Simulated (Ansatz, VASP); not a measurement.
# Two plane-wave programs on Os

```
CELL_PARAMETERS angstrom
0.00000 1.97418 1.91582
1.97418 0.00000 1.91582
1.97418 1.97418 0.00000
ATOMIC_POSITIONS crystal
Os 0.00000 0.00000 0.00000
```

Change from the starting cell: strain +0.015 along x and y, -0.015 along z, atoms carried along.

Alike in both runs: task single point; functional r2SCAN; k mesh 20 × 20 × 20; occupations gaussian, width 0.15 eV; no spin polarisation.

|  | VASP | Ansatz |
| --- | --- | --- |
| version | VASP 6.6.1 | Ansatz 0.2.0 |
| potentials or method | VASP PAW PBE potentials, release 64 (Os), cutoff 520 eV | scalar-relativistic, plane waves, PAW |
| valence electrons in the cell | 8 | 16 |

Ansatz gave:

```
gap on the k mesh at the Fermi level (eV)                     : none
pressure (GPa)                                                : -21.5
traceless stress, the component that is largest in VASP (GPa) : 5.91
```

Estimate VASP's values.

gap on the k mesh at the Fermi level (eV): none; pressure (GPa): -21.0; traceless stress, the component that is largest in VASP (GPa): 5.89.

VASP's potentials were made for PBE, not for r2SCAN. A gap of «none» marks a metal or a gap that the smearing closes. VASP's potentials hold 8 valence electrons a cell and Ansatz's 16, so a difference there can come from the potentials and not from the codes.

Spin-orbit coupling is off throughout.
